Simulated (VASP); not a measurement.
**Sn3Se2: single point with PBE**

Crystal: Sn3Se2.

```
CELL_PARAMETERS angstrom
3.09003 1.78403 8.72736
-3.09003 1.78403 8.72736
0.00000 -3.56806 8.72736
ATOMIC_POSITIONS crystal
Sn 0.11016 0.38984 0.75000
Sn 0.75000 0.11016 0.38984
Sn 0.38984 0.75000 0.11016
Sn 0.88984 0.61016 0.25000
Sn 0.25000 0.88984 0.61016
Sn 0.61016 0.25000 0.88984
Se 0.82030 0.82030 0.82030
Se 0.67970 0.67970 0.67970
Se 0.17970 0.17970 0.17970
Se 0.32030 0.32030 0.32030
```

```
Program             : VASP 6.6.1
Task                : single point
Functional          : PBE
Potentials or basis : VASP PAW PBE potentials, release 64 (Sn_d, Se)
Cutoff              : 520 eV
k mesh              : 3 × 3 × 3
Occupations         : gaussian, width 0.1 eV
Spin                : no spin polarisation
```

| Property | Result |
| --- | --- |
| Pressure | 0.0 GPa |
| Largest force | 0.004 eV/Å |
| Band gap on the k mesh | zero (bands 54 and 55 overlap by 0.38 eV) |

Forces in eV/Å, atoms in the order of the input:
```
Sn   0.001  0.000  0.000
Sn  -0.001  0.001  0.000
Sn  -0.001 -0.001  0.000
Sn  -0.001  0.000  0.000
Sn   0.001 -0.001  0.000
Sn   0.001  0.001  0.000
Se   0.000  0.000 -0.004
Se   0.000  0.000  0.004
Se   0.000  0.000  0.004
Se   0.000  0.000 -0.004
```

Levels at points of the mesh, in eV from the Fermi level:
```tsv
k point	band 52	band 53	band 54	band 55	band 56	band 57
(0.00, 0.00, 0.00)	-1.25	-1.20	-1.20	-0.39	-0.39	0.58
```

Wall time 8.7 min on 1 thread of Intel Xeon 8259CL, on a shared host, peak memory 0.71 GiB.

Caveat: the k points lie up to 0.40 Å⁻¹ apart; semilocal functionals underestimate gaps, and a narrow one can read as zero; spin-orbit coupling is left out, which moves the levels of the heavy elements.
